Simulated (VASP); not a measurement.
Set up this calculation in VASP 6.6.1, as the native input.

```
Task                   : single point
Functional             : LDA
Potentials or basis    : VASP PAW LDA potentials, release 64 (Te, Mo_sv)
Cutoff                 : 500 eV
k mesh                 : 9 × 9 × 2
Occupations            : gaussian, width 0.02 eV
Spin                   : no spin polarisation
Dipole correction      : no
Further INCAR settings : ALGO = Normal; EDIFF = 1e-06; NBANDS = 35
```

The structure of Te2Mo (kat) lies in POSCAR:

```
Te2Mo
1.0
    3.5629505239      0.0000000000      0.0000000000
   -1.7814752619      3.0856056661      0.0000000000
    0.0000000000      0.0000000000     14.7324386842
Te Mo
4 2
Direct
    0.3333333333      0.6666666667      0.6300639333
    0.6666666667      0.3333333333      0.1300639333
    0.6666666667      0.3333333333      0.3699360667
    0.3333333333      0.6666666667      0.8699360667
    0.3333333333      0.6666666667      0.2500000000
    0.6666666667      0.3333333333      0.7500000000
```

This cell differs from its parent crystal: strained cell.

These files were run (other wordings do the same):

INCAR

```
ALGO = Normal ; EDIFF = 1E-6
ENCUT = 500 ; GGA_COMPAT = False
ISIF = 2 ; ISMEAR = 0
LASPH = True ; LCHARG = False
LREAL = False ; LWAVE = False
NBANDS = 35 ; NELM = 120
PREC = Accurate ; SIGMA = 0.02
```

KPOINTS

```
k-points
0
Gamma
  9 9 2
```

Potentials or basis: VASP PAW LDA potentials, release 64 (Te, Mo_sv).

Run with:

```sh
$ cat potpaw_LDA.64/Te/POTCAR potpaw_LDA.64/Mo_sv/POTCAR > POTCAR
$ mpirun -np 1 vasp_std > vasp.out
```

Results of the run:

| Quantity | Value |
| --- | --- |
| Pressure | -3.0 GPa |
| Largest force | 0.058 eV/Å |
| Band gap on the k mesh | 0.85 eV, indirect (least direct gap 0.96 eV) |

Caveat: the cell differs from its parent crystal (strained cell); spin-orbit coupling is left out, which moves the levels of the heavy elements.

Run time: 2.1 min on 1 thread of AMD EPYC 9R45 (Zen 5) (shared host), peak memory 0.25 GiB.
